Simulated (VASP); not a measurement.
# LiNbO3 (R3c) in VASP: notebook, part 2 of 2

VASP 6.6.1. Earlier steps stand in the parts before.

**3. Single point, PBE (volume 10.899 Å^3 an atom, c/a of the conventional cell 2.5327)**

Contents of INCAR:

```
ALGO = Normal
EDIFF = 1E-6
ENCUT = 520
GGA = PE
ISIF = 2
ISMEAR = 0
LASPH = T
LCHARG = T
LELF = T
LREAL = F
LVHAR = T
LWAVE = F
NBANDS = 45
NELM = 60
PREC = Accurate
SIGMA = 0.05
```

Contents of KPOINTS:

```
k-points
0
Gamma
  6 6 6
```

Contents of POSCAR:

```
LiNbO3
1.0
    2.6511120193      1.5306202380      4.4763142743
   -2.6511120193      1.5306202380      4.4763142743
    0.0000000000     -3.0612404760      4.4763142743
Li Nb O
2 2 6
Direct
    0.2815913687      0.2815913687      0.2815913687
    0.7815913687      0.7815913687      0.7815913687
    0.0004900497      0.0004900497      0.0004900497
    0.5004900497      0.5004900497      0.5004900497
    0.1104619503      0.3580262714      0.7211003599
    0.7211003599      0.1104619503      0.3580262714
    0.3580262714      0.7211003599      0.1104619503
    0.2211003599      0.8580262714      0.6104619503
    0.8580262714      0.6104619503      0.2211003599
    0.6104619503      0.2211003599      0.8580262714
```

Potentials or basis: VASP PAW PBE potentials, release 64 (Li_sv, Nb_sv, O).

Launch:

```sh
$ cat potpaw_PBE.64/Li_sv/POTCAR potpaw_PBE.64/Nb_sv/POTCAR potpaw_PBE.64/O/POTCAR > POTCAR
$ mpirun -np 1 vasp_std > vasp.out
```

OUTCAR:

```text
EDIFF = 1E-6
   ENCUT = 520
   GGA = PE
   ISIF = 2
   ISMEAR = 0
   LASPH = T
   LREAL = F
   NELM = 60
   PREC = Accurate

 ion  position               nearest neighbor table
   1  0.282  0.282  0.282-   9 2.11  10 2.11   8 2.11   6 2.24   7 2.24   5 2.24
   2  0.782  0.782  0.782-   5 2.11   6 2.11   7 2.11  10 2.24   8 2.24   9 2.24
   3  0.000  0.000  0.000-   7 1.90   6 1.90   5 1.90  10 2.15   8 2.15   9 2.15
   4  0.500  0.500  0.500-   8 1.90  10 1.90   9 1.90   6 2.15   7 2.15   5 2.15
   5  0.110  0.358  0.721-   3 1.90   2 2.11   4 2.15   1 2.24
   6  0.721  0.110  0.358-   3 1.90   2 2.11   4 2.15   1 2.24
   7  0.358  0.721  0.110-   3 1.90   2 2.11   4 2.15   1 2.24
   8  0.221  0.858  0.610-   4 1.90   1 2.11   3 2.15   2 2.24
   9  0.858  0.610  0.221-   4 1.90   1 2.11   3 2.15   2 2.24
  10  0.610  0.221  0.858-   4 1.90   1 2.11   3 2.15   2 2.24

  LATTYP: Found a trigonal (rhomboedric) cell.
 ALAT       =     5.4229680742
 COS(alpha) =     0.5220174326

  Lattice vectors:

 A1 = (   2.6511120193,   1.5306202380,   4.4763142743)
 A2 = (  -2.6511120193,   1.5306202380,   4.4763142743)
 A3 = (   0.0000000000,  -3.0612404760,   4.4763142743)

Analysis of symmetry for initial positions (statically):
=====================================================================
 Subroutine PRICEL returns:
 Original cell was already a primitive cell.

 Routine SETGRP: Setting up the symmetry group for a
 trigonal (rhombohedral) supercell.

 Subroutine GETGRP returns: Found  6 space group operations
 (whereof  3 operations were pure point group operations)
 out of a pool of 12 trial point group operations.

The static configuration has the point symmetry C_3 .
 The point group associated with its full space group is C_3v.

Analysis of symmetry for dynamics (positions and initial velocities):
=====================================================================
 Subroutine PRICEL returns:
 Original cell was already a primitive cell.

 Routine SETGRP: Setting up the symmetry group for a
[... 151 lines left out ...]
   IVDW    =     0    specifies the selected vdW correction
   LEPSILON=     F    determine dielectric tensor
   LRPA    =     F    only Hartree local field effects (RPA)
 non-spin polarized calculation
 Gauss-broadening in eV      SIGMA  =   0.05
  energy-cutoff  :      520.00
  volume of cell :      108.99
 maximum number of plane-waves:      2948
   NGX = 21   NGY = 21   NGZ = 21

 number of electron      67.9999984 magnetization

 Free energy of the ion-electron system (eV)
  ---------------------------------------------------
  ext. energy  EPLUGINS =         0.00000000
  ---------------------------------------------------
  free energy    TOTEN  =       -79.88868620 eV

  energy without entropy =      -79.88868620  energy(sigma->0) =      -79.88868620

 E-fermi :   3.5607     XC(G=0): -10.6771

 val. band max:        3.3360206987   @ k =   0.1667   0.1667   0.1667
 cond. band min:       6.7960686774   @ k =   0.5000   0.3333   0.0000
 fundamental gap:      3.4600479786
 Fermi energy:         3.5606737797

 k-point     1 :       0.0000    0.0000    0.0000
  band No.  band energies     occupation
      1     -50.9466      2.00000
      2     -50.9331      2.00000
      3     -39.3832      2.00000
      4     -39.3811      2.00000
      5     -27.1940      2.00000
      6     -27.1940      2.00000
[... 1141 lines left out ...]
     44      12.6339      0.00000
     45      13.5146      0.00000

 [... further k-points ...]

------------------------ aborting loop because EDIFF is reached ----------------------------------------

  FORCE on cell =-STRESS in cart. coord.  units (eV):
  Direction    XX          YY          ZZ          XY          YZ          ZX
  --------------------------------------------------------------------------------------
  -------------------------------------------------------------------------------------
  Total       -3.5756890     -3.5756890      3.5983514      0.0000000     -0.0000000      0.0000000
  in kB      -52.5657628    -52.5657628     52.8989193      0.0000000     -0.0000000      0.0000000
  external PRESSURE =     -17.4108687 kB  Pullay stress =       0.0000000 kB

 VOLUME and BASIS-vectors are now :
 -----------------------------------------------------------------------------
  energy-cutoff  :      520.00
  volume of cell :      108.99
      direct lattice vectors                 reciprocal lattice vectors
     2.651112019  1.530620238  4.476314274     0.188600103  0.108888320  0.074466026
    -2.651112019  1.530620238  4.476314274    -0.188600103  0.108888320  0.074466026
     0.000000000 -3.061240476  4.476314274     0.000000000 -0.217776641  0.074466026

 POSITION                                       TOTAL-FORCE (eV/Angst)
 -----------------------------------------------------------------------------------
      0.00000      0.00000      3.78147         0.000000      0.000000     -0.106696
      0.00000      0.00000     10.49595         0.000000      0.000000     -0.106696
      0.00000      0.00000      0.00658         0.000000      0.000000      0.144835
      0.00000      0.00000      6.72105         0.000000      0.000000      0.144835
     -0.65632     -1.49038      5.32497         0.204828     -0.092342     -0.012713
      1.61887      0.17680      5.32497        -0.022444      0.223558     -0.012713
     -0.96255      1.31358      5.32497        -0.182385     -0.131216     -0.012713
     -1.68856     -0.21704      7.56313         0.182385     -0.131216     -0.012713
      0.65632      1.57086      7.56313        -0.204828     -0.092342     -0.012713
      1.03224     -1.35382      7.56313         0.022444      0.223558     -0.012713
 -----------------------------------------------------------------------------------
    total drift:                               -0.000000     -0.000000      0.000816

  FREE ENERGIE OF THE ION-ELECTRON SYSTEM (eV)
  ---------------------------------------------------
  free  energy   TOTEN  =       -79.8886862040 eV

  energy  without entropy=      -79.8886862040  energy(sigma->0) =      -79.88868620
```

OSZICAR:

```text
N       E                     dE             d eps       ncg     rms          rms(c)
DAV:   1     0.718049494461E+03    0.71805E+03   -0.36881E+04  2880   0.159E+03
DAV:   2    -0.326422551692E+02   -0.75069E+03   -0.72466E+03  3703   0.539E+02
DAV:   3    -0.926189253802E+02   -0.59977E+02   -0.59448E+02  4216   0.141E+02
DAV:   4    -0.979140919918E+02   -0.52952E+01   -0.52805E+01  5088   0.390E+01
DAV:   5    -0.981827171120E+02   -0.26863E+00   -0.26852E+00  4369   0.626E+00    0.269E+01
DAV:   6    -0.800279434312E+02    0.18155E+02   -0.79815E+01  4056   0.532E+01    0.953E+00
DAV:   7    -0.798916895788E+02    0.13625E+00   -0.84176E+00  4512   0.164E+01    0.532E+00
DAV:   8    -0.798935618235E+02   -0.18722E-02   -0.92398E-01  4760   0.665E+00    0.191E+00
DAV:   9    -0.798838204858E+02    0.97413E-02   -0.16015E-01  4104   0.306E+00    0.984E-01
DAV:  10    -0.798888725946E+02   -0.50521E-02   -0.40236E-02  3968   0.147E+00    0.193E-01
DAV:  11    -0.798885602107E+02    0.31238E-03   -0.35950E-03  4302   0.423E-01    0.430E-02
DAV:  12    -0.798886918368E+02   -0.13163E-03   -0.40464E-04  4096   0.140E-01    0.257E-02
DAV:  13    -0.798886874343E+02    0.44025E-05   -0.11598E-04  5015   0.679E-02    0.193E-02
DAV:  14    -0.798886876769E+02   -0.24265E-06   -0.17388E-05  4184   0.358E-02    0.705E-03
DAV:  15    -0.798886861612E+02    0.15157E-05   -0.25969E-06  2584   0.139E-02    0.243E-03
DAV:  16    -0.798886862040E+02   -0.42774E-07   -0.56308E-07  1905   0.686E-03
   1 F= -.79888686E+02 E0= -.79888686E+02  d E =-.900203E-12
```

Wall time 4.1 min (1 thread of Intel Xeon 6975P-C (Granite Rapids), shared host); peak memory 0.3 GiB.

Results:

```
Free energy            : -79.8887 eV
Largest force          : 0.225 eV/Å
Band gap on the k mesh : 3.46 eV, indirect (least direct gap 3.54 eV)
```

Forces on the atoms (eV/Å):
```
Li   0.000  0.000 -0.107
Li   0.000  0.000 -0.107
Nb   0.000  0.000  0.145
Nb   0.000  0.000  0.145
O    0.205 -0.092 -0.013
O   -0.022  0.224 -0.013
O   -0.182 -0.131 -0.013
O    0.182 -0.131 -0.013
O   -0.205 -0.092 -0.013
O    0.022  0.224 -0.013
```

Caveat: the cutoff is under 1.25 times the usual one of these potentials, so pressure, stress and relaxed cells hold a basis-set (Pulay) error.
